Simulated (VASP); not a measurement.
# Ho4S (I4_1/amd) in VASP: relaxation of cell and atoms with PBE

Aim: the relaxation of cell and atoms of Ho4S with PBE.

Program: VASP 6.6.1. These are calculated values, not measurements. Logs are shortened: lines on timing, memory, paths and dates and some standing lists are left out, and cuts for length are marked.

### Step 1. The cell of the first run

Symmetry: I4_1/amd, No. 141, tetragonal system. Conventional cell: a = 6.744 Å, b = 6.744 Å, c = 10.266 Å, α = 90.00°, β = 90.00°, γ = 90.00°. Within 3.4 Å of Ho (site symmetry 2) lie 2 S at 2.50 Å and 5 Ho at 2.62 to 3.37 Å. S (site symmetry -4m2) has 8 Ho at 2.50 Å within 3.3 Å.

The cell was generated, and may not be a known phase.

### Step 2. Relaxation of cell and atoms, PBE

The input, INCAR:

```
PREC = Accurate
ENCUT = 500
EDIFF = 1E-7
ISMEAR = 0
SIGMA = 0.2
LREAL = False
LASPH = True
NELM = 200
ALGO = Normal
ISIF = 3
LWAVE = False
LCHARG = False
GGA = PE
IBRION = 2
NSW = 36
EDIFFG = -0.08
GGA_COMPAT = False
NELMIN = 4
LMAXMIX = 6
```

The input, KPOINTS:

```
regular mesh
0
Gamma
  4 4 4
```

The input, POSCAR:

```
Ho4S
1.0
   -3.3721465100      3.3721465100      5.1330953900
    3.3721465100     -3.3721465100      5.1330953900
    3.3721465100      3.3721465100     -5.1330953900
Ho S
8 2
Direct
    0.8750000000      0.3203888400      0.9453888400
    0.3750000000      0.9296111600      0.0546111600
    0.0703888400      0.6250000000      0.9453888400
    0.6796111600      0.1250000000      0.0546111600
    0.8750000000      0.9296111600      0.5546111600
    0.3750000000      0.3203888400      0.4453888400
    0.6796111600      0.6250000000      0.5546111600
    0.0703888400      0.1250000000      0.4453888400
    0.7500000000      0.2500000000      0.5000000000
    0.0000000000      0.0000000000      0.0000000000
```

Potentials or basis: VASP PAW PBE potentials, release 64 (Ho_3, S), 4f in core.

The run is started by

```
cat potpaw_PBE.64/Ho_3/POTCAR potpaw_PBE.64/S/POTCAR > POTCAR
mpirun -np 1 vasp_std > vasp.out
```

OUTCAR:

```text
PREC = Accurate
   ENCUT = 500
   EDIFF = 1E-7
   ISMEAR = 0
   LREAL = False
   LASPH = True
   NELM = 200
   ISIF = 3
   GGA = PE
   IBRION = 2
   NSW = 36
   EDIFFG = -0.08
   NELMIN = 4

 ion  position               nearest neighbor table
   1  0.875  0.320  0.945-   9 2.50  10 2.50   3 2.62   4 2.62   5 2.64   6 3.37   6 3.37
   2  0.375  0.930  0.055-   9 2.50  10 2.50   3 2.62   4 2.62   6 2.64   5 3.37   5 3.37
   3  0.070  0.625  0.945-   9 2.50  10 2.50   1 2.62   2 2.62   7 2.64   8 3.37   8 3.37
   4  0.680  0.125  0.055-   9 2.50  10 2.50   1 2.62   2 2.62   8 2.64   7 3.37   7 3.37
   5  0.875  0.930  0.555-  10 2.50   9 2.50   7 2.62   8 2.62   1 2.64   2 3.37   2 3.37
   6  0.375  0.320  0.445-   9 2.50  10 2.50   7 2.62   8 2.62   2 2.64   1 3.37   1 3.37
   7  0.680  0.625  0.555-   9 2.50  10 2.50   5 2.62   6 2.62   3 2.64   4 3.37   4 3.37
   8  0.070  0.125  0.445-  10 2.50   9 2.50   5 2.62   6 2.62   4 2.64   3 3.37   3 3.37
   9  0.750  0.250  0.500-   1 2.50   2 2.50   3 2.50   4 2.50   6 2.50   7 2.50   5 2.50   8 2.50

  10  0.000  0.000  0.000-   2 2.50   3 2.50   5 2.50   6 2.50   7 2.50   8 2.50   1 2.50   4 2.50

  LATTYP: Found a body centered tetragonal cell.
 ALAT       =     6.7442930200
 C/A-ratio  =     1.5222041435

  Lattice vectors:

 A1 = (  -3.3721465100,   3.3721465100,   5.1330953900)
 A2 = (   3.3721465100,  -3.3721465100,   5.1330953900)
 A3 = (   3.3721465100,   3.3721465100,  -5.1330953900)

Analysis of symmetry for initial positions (statically):
=====================================================================
 Subroutine PRICEL returns:
 Original cell was already a primitive cell.

 Routine SETGRP: Setting up the symmetry group for a
 body centered tetragonal supercell.

 Subroutine GETGRP returns: Found 16 space group operations
 (whereof  8 operations were pure point group operations)
 out of a pool of 16 trial point group operations.

The static configuration has the point symmetry D_2d.
 The point group associated with its full space group is D_4h.

Analysis of symmetry for dynamics (positions and initial velocities):
=====================================================================
 Subroutine PRICEL returns:
 Original cell was already a primitive cell.

 Routine SETGRP: Setting up the symmetry group for a
 body centered tetragonal supercell.

 Subroutine GETGRP returns: Found 16 space group operations
 (whereof  8 operations were pure point group operations)
 out of a pool of 16 trial point group operations.

The dynamic configuration has the point symmetry D_2d.
 The point group associated with its full space group is D_4h.

 Subroutine INISYM returns: Found 16 space group operations
 (whereof  8 operations are pure point group operations),
 and found     1 'primitive' translations

----------------------------------------------------------------------------------------

                                     Primitive cell

  volume of cell :     233.4814

  direct lattice vectors                    reciprocal lattice vectors
    -3.372146510  3.372146510  5.133095390     0.000000000  0.148273510  0.097407112
     3.372146510 -3.372146510  5.133095390     0.148273510  0.000000000  0.097407112
     3.372146510  3.372146510 -5.133095390     0.148273510  0.148273510  0.000000000

  length of vectors
     7.006526418  7.006526418  7.006526418     0.177406819  0.177406819  0.209690409

  position of ions in fractional coordinates (direct lattice)
     0.875000000  0.320388840  0.945388840
     0.375000000  0.929611160  0.054611160
     0.070388840  0.625000000  0.945388840
     0.679611160  0.125000000  0.054611160
     0.875000000  0.929611160  0.554611160
     0.375000000  0.320388840  0.445388840
     0.679611160  0.625000000  0.554611160
     0.070388840  0.125000000  0.445388840
     0.750000000  0.250000000  0.500000000
     0.000000000  0.000000000  0.000000000

  ion indices of the primitive-cell ions
   primitive index   ion index
                 1           1
                 2           2
                 3           3
                 4           4
                 5           5
                 6           6
                 7           7
                 8           8
                 9           9
                10          10

----------------------------------------------------------------------------------------

 KPOINTS: regular mesh

Automatic generation of k-mesh.
 Grid dimensions read from file:
 generate k-points for:    4    4    4

 Generating k-lattice:

  Cartesian coordinates                     Fractional coordinates (reciprocal lattice)
     0.000000000  0.037068378  0.024351778     0.250000000 -0.000000000  0.000000000
     0.037068378  0.000000000  0.024351778    -0.000000000  0.250000000  0.000000000
     0.037068378  0.037068378  0.000000000     0.000000000  0.000000000  0.250000000

  Length of vectors
     0.044351705  0.044351705  0.052422602

  Shift w.r.t. Gamma in fractional coordinates (k-lattice)
     0.000000000  0.000000000  0.000000000

 Subroutine IBZKPT returns following result:
 ===========================================

 Found     13 irreducible k-points:

 Following reciprocal coordinates:
            Coordinates               Weight
  0.000000  0.000000  0.000000      1.000000
  0.250000 -0.000000  0.000000      8.000000
  0.500000 -0.000000  0.000000      4.000000
  0.250000  0.250000  0.000000      8.000000
  0.500000  0.250000  0.000000     16.000000
 -0.250000  0.250000  0.000000      4.000000
  0.500000  0.500000  0.000000      2.000000
  0.250000  0.250000  0.250000      2.000000
 -0.250000  0.250000  0.250000      4.000000
  0.500000  0.500000  0.250000      4.000000
 -0.250000  0.500000  0.250000      8.000000
 -0.250000 -0.250000  0.250000      2.000000
  0.500000  0.500000  0.500000      1.000000
   k-points           NKPTS =     13   k-points in BZ     NKDIM =     13   number of bands    NBANDS=     50
   number of dos      NEDOS =    301   number of ions     NIONS =     10
   total plane-waves  NPLWV = 157464
   dimension x,y,z NGX =    54 NGY =   54 NGZ =   54
   dimension x,y,z NGXF=   108 NGYF=  108 NGZF=  108
   ions per type =               8   2
   NGX,Y,Z   is equivalent  to a cutoff of  12.81, 12.81, 12.81 a.u.
   NGXF,Y,Z  is equivalent  to a cutoff of  25.63, 25.63, 25.63 a.u.
 SYSTEM =  unknown system
   PREC   = accura    normal or accurate (medium, high low for compatibility)
   ISTART =      0    job   : 0-new  1-cont  2-samecut
   ICHARG =      2    charge: 1-file 2-atom 10-const
   ISPIN  =      1    spin polarized calculation?
   LNONCOLLINEAR =      F non collinear calculations
   LSORBIT =      F    spin-orbit coupling
   LASPH  =      T    aspherical Exc in radial PAW
   ENCUT  =  500.0 eV  36.75 Ry    6.06 a.u.  12.77 12.77 12.77*2*pi/ulx,y,z
   NELM   =    200;   NELMIN=  4; NELMDL= -5     # of ELM steps
   EDIFF  = 0.1E-06   stopping-criterion for ELM
   LREAL  =      F    real-space projection
   EDIFFG = -.8E-01   stopping-criterion for IOM
   NSW    =     36    number of steps for IOM
   IBRION =      2    ionic relax: 0-MD 1-quasi-New 2-CG
   NFREE  =      1    steps in history (QN), initial steepest desc. (CG)
   ISIF   =      3    stress and relaxation
   ISYM   =      2    0-nonsym 1-usesym 2-fastsym
   POTIM  = 0.5000    time-step for ionic-motion
   TEBEG  =    0.0;   TEEND  =   0.0 temperature during run
   PSTRESS=    0.0 pullay stress
   NELECT =      84.0000    total number of electrons
   NUPDOWN=      -1.0000    fix difference up-down
   EMIN   =  10.00;   EMAX   =-10.00  energy-range for DOS
   EFERMI =   0.00;   METHOD = LEGACY
   ISMEAR =     0;   SIGMA  =   0.20  broadening in eV -4-tet -1-fermi 0-gaus
   EFERMI_NEDOS =   21; number of points for ismear=-14 and -15
   IALGO  =     38    algorithm
   IMIX   =      4    mixing-type and parameters
     AMIX     =   0.40;   BMIX     =  1.00
     AMIX_MAG =   1.60;   BMIX_MAG =  1.00
  volume/ion in A,a.u.               =      23.35       157.56
  Fermi-wavevector in a.u.,A,eV,Ry     =   1.164351  2.200304 18.445594  1.355713
  Thomas-Fermi vector in A             =   2.300890
   LORBIT       =      0    0 simple, 1 ext, 2 COOP (PROOUT), +10 PAW based schemes
   GGA     = PE    functional components
   LHFCALC =     F    Hartree Fock is set to
   AEXX    =    0.0000 exact exchange contribution
   IVDW    =     0    specifies the selected vdW correction
   LEPSILON=     F    determine dielectric tensor
   LRPA    =     F    only Hartree local field effects (RPA)
 conjugate gradient relaxation of ions
 non-spin polarized calculation
 Gauss-broadening in eV      SIGMA  =   0.20
  energy-cutoff  :      500.00
  volume of cell :      233.48
 maximum number of plane-waves:      5963
 NGX is ok and might be reduce to    54
   NGX = 25   NGY = 25   NGZ = 25

--------------------------------------- Ionic step        1  -------------------------------------------

 number of electron      84.0000003 magnetization

 Free energy of the ion-electron system (eV)
  ---------------------------------------------------
  ext. energy  EPLUGINS =         0.00000000
  ---------------------------------------------------
  free energy    TOTEN  =       -33.37595099 eV

  energy without entropy =      -33.23551856  energy(sigma->0) =      -33.30573477

 E-fermi :   4.5323     XC(G=0): -10.4452

 val. band max:        4.5151751356   @ k =   0.2500   0.2500   0.0000
 cond. band min:       4.5874899206   @ k =  -0.2500  -0.2500   0.2500
 fundamental gap:      0.0723147849
 Fermi energy:         4.5323167342

 k-point     1 :       0.0000    0.0000    0.0000
  band No.  band energies     occupation
      1     -21.8424      2.00000
      2     -21.1768      2.00000
      3     -20.7244      2.00000
      4     -20.5594      2.00000
      5     -20.5594      2.00000
      6     -20.4864      2.00000
[... 983 lines left out ...]
  energy  without entropy=      -46.2905378143  energy(sigma->0) =      -46.41870789

--------------------------------------- Ionic step        8  -------------------------------------------

 number of electron      83.9999999 magnetization

 E-fermi :   3.6321     XC(G=0):  -9.8947

 val. band max:        3.6267523828   @ k =  -0.2500   0.2500   0.2500
 cond. band min:       3.6340922123   @ k =  -0.2500   0.2500   0.0000
 fundamental gap:      0.0073398295
 Fermi energy:         3.6320623871

 k-point     1 :       0.0000    0.0000    0.0000
  band No.  band energies     occupation
      1     -21.0896      2.00000
      2     -20.9688      2.00000
      3     -20.9410      2.00000
      4     -20.9381      2.00000
      5     -20.9061      2.00000
      6     -20.9026      2.00000
[... 719 lines left out ...]
  energy  without entropy=      -46.3927307587  energy(sigma->0) =      -46.51175384

--------------------------------------- Ionic step        9  -------------------------------------------

 number of electron      84.0000003 magnetization

 Free energy of the ion-electron system (eV)
  ---------------------------------------------------
  ext. energy  EPLUGINS =         0.00000000
  ---------------------------------------------------
  free energy    TOTEN  =       -46.64361017 eV

  energy without entropy =      -46.41721733  energy(sigma->0) =      -46.53041375

 E-fermi :   3.6664     XC(G=0):  -9.9161

 val. band max:        3.6115870215   @ k =   0.2500   0.2500   0.2500
 cond. band min:       3.6699446716   @ k =  -0.2500   0.2500   0.0000
 fundamental gap:      0.0583576502
 Fermi energy:         3.6663707251

 k-point     1 :       0.0000    0.0000    0.0000
  band No.  band energies     occupation
      1     -21.0707      2.00000
      2     -20.9157      2.00000
      3     -20.8860      2.00000
      4     -20.8832      2.00000
      5     -20.8665      2.00000
      6     -20.8574      2.00000
[... 715 lines left out ...]
  FREE ENERGIE OF THE ION-ELECTRON SYSTEM (eV)
  ---------------------------------------------------
  free  energy   TOTEN  =       -46.6436101684 eV

  energy  without entropy=      -46.4172173347  energy(sigma->0) =      -46.53041375

 reached required accuracy - stopping structural energy minimisation
```

Wall time 28 min (1 thread of Intel Xeon Platinum 8488C (Sapphire Rapids), shared host); peak memory 0.49 GiB.

Results:

```
Free energy                           : -46.6436 eV
Relaxed volume                        : 27.93 Å³/atom
Relaxed cell                          : a = 7.938 Å, b = 7.938 Å, c = 7.938 Å, α = 130.93°, β = 130.93°, γ = 71.93°
Space group after relaxing (to 0.1 Å) : I4_1/amd (No. 141)
Energy gained by relaxing             : 1326.8 meV/atom
Ionic steps                           : 9
Pressure after relaxing               : 0.2 GPa
Largest force after relaxing          : 0.004 eV/Å
Band gap on the k mesh                : zero (bands 42 and 43 overlap by 0.74 eV)
```

Forces in eV/Å, atoms in the order of the input:
```
Ho  -0.004  0.000  0.000
Ho   0.004  0.000  0.000
Ho   0.000 -0.004  0.000
Ho   0.000  0.004  0.000
Ho   0.004  0.000  0.000
Ho  -0.004  0.000  0.000
Ho   0.000  0.004  0.000
Ho   0.000 -0.004  0.000
S    0.000  0.000  0.000
S    0.000  0.000  0.000
```

Step by step:
```tsv
step	energy change (eV)	largest force (eV/Å)	pressure (GPa)	volume (Å³)
1	0.0000	4.7169	30.28	233.48
2	-8.4745	0.0728	-7.42	413.29
3	-10.6352	0.9979	-2.87	334.67
4	-11.8479	1.0646	-2.44	316.20
5	-12.9111	0.8385	1.04	281.09
6	-13.1709	0.0135	-0.30	283.49
7	-13.1709	0.0102	-0.30	283.48
8	-13.2548	0.0046	-0.02	280.75
9	-13.2677	0.0038	0.18	279.26
```

Final structure:
```
Ho S
1.0
    -3.29644    3.29644    6.42487
     3.29644   -3.29644    6.42487
     3.29644    3.29644   -6.42487
Ho S
8 2
Direct
  0.87500 0.37597 0.00097
  0.37500 0.87403 0.99903
  0.12597 0.62500 0.00097
  0.62403 0.12500 0.99903
  0.87500 0.87403 0.49903
  0.37500 0.37597 0.50097
  0.62403 0.62500 0.49903
  0.12597 0.12500 0.50097
  0.75000 0.25000 0.50000
  0.00000 0.00000 0.00000
```

Caveat: the volume moved by over 15 % at a fixed basis, so the end points are rough; spin-orbit coupling is left out, which moves the levels of the heavy elements; the 4f electrons are frozen in the core, so they carry no moment and show no levels; the run has no spin polarisation, though such a crystal can be magnetic.

The gap in the log of VASP goes by the Fermi energy; the results here count the filled bands.